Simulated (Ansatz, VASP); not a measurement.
## KCaCl3 in VASP and in Ansatz

```
K Ca Cl
1.0
     5.39352    0.00000    0.00000
     0.00000    5.39352    0.00000
     0.00000    0.00000    5.39352
K Ca Cl
1 1 3
Direct
  0.00000 0.00000 0.00000
  0.50000 0.50000 0.50000
  0.00000 0.50000 0.50000
  0.50000 0.00000 0.50000
  0.50000 0.50000 0.00000
```

Alike in both runs: task single point; functional LDA; k mesh 6 × 6 × 6; occupations gaussian, width 0.05 eV; no spin polarisation.

```csv
,VASP,Ansatz
version,VASP 6.6.1,Ansatz 0.2.0
potentials or method,"VASP PAW LDA potentials, release 64 (K_sv, Ca_sv, Cl), cutoff 520 eV","scalar-relativistic, plane waves, PAW"
valence electrons in the cell,40,40
```

Ansatz gave:

| Item | Value |
| --- | --- |
| gap on the k mesh at the Fermi level (eV) | 4.35 |
| least direct gap on the mesh (eV) | 4.64 |
| pressure (GPa) | -2.7 |

Task: Which values does VASP return?

Result: gap on the k mesh at the Fermi level (eV): 4.36; least direct gap on the mesh (eV): 4.65; pressure (GPa): -2.6.

LDA's correlation is that of Perdew and Zunger in VASP and of Perdew and Wang (1992) in Ansatz.
